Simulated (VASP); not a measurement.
Write the native input for VASP 6.6.1 that does the following.

```
Task                   : single point
Functional             : LDA
Potentials or basis    : VASP PAW LDA potentials, release 64 (La, Sn_d, C)
Cutoff                 : 520 eV
k mesh                 : 4 × 4 × 4
Occupations            : fermi-dirac, width 0.05 eV
Spin                   : no spin polarisation
Dipole correction      : no
Further INCAR settings : ALGO = Normal; EDIFF = 1e-06; NBANDS = 34
```

The structure of La3SnC lies in POSCAR:

```
La3SnC
1.0
    5.2202995700      0.0000000000      0.0000000000
    0.0000000000      5.2202995700      0.0000000000
    0.0000000000      0.0000000000      5.2202995700
La Sn C
3 1 1
Direct
    0.5000000000      0.0000000000      0.0095779944
    0.0000000000      0.5000000000      0.0000000000
    0.0000000000      0.0000000000      0.5000000000
    0.5000000000      0.5000000000      0.5000000000
    0.0000000000      0.0000000000      0.0000000000
```

The input as run:

INCAR

```
PREC     = Accurate       # precision mode
ENCUT    = 520            # plane-wave cutoff, eV
EDIFF    = 1E-6           # SCF threshold, eV
ISMEAR   = -1             # smearing method
SIGMA    = 0.05           # smearing width, eV
LREAL    = False          # projectors in reciprocal space
LASPH    = True           # aspherical terms in the spheres
NELM     = 100            # most SCF steps
ALGO     = Normal         # electronic algorithm
ISIF     = 2              # what is computed and relaxed
LWAVE    = False          # write WAVECAR
LCHARG   = False          # write CHGCAR
GGA      = CA             # functional
NBANDS   = 34             # bands
```

KPOINTS

```
regular mesh
0
Gamma
  4 4 4
```

Potentials or basis: VASP PAW LDA potentials, release 64 (La, Sn_d, C).

The run is started by

```sh
$ cat potpaw_LDA.64/La/POTCAR potpaw_LDA.64/Sn_d/POTCAR potpaw_LDA.64/C/POTCAR > POTCAR
$ mpirun -np 1 vasp_std > vasp.out
```

It gave:

```
Pressure               : -4.2 GPa
Largest force          : 0.148 eV/Å
Band gap on the k mesh : zero (an odd number of electrons rules out a gap without spin polarisation)
```

Caveat: the cell stands under tension; spin-orbit coupling is left out, which moves the levels of the heavy elements.

It took 5 min on 1 thread of Intel Xeon 8259CL (shared host), peak memory 0.29 GiB.
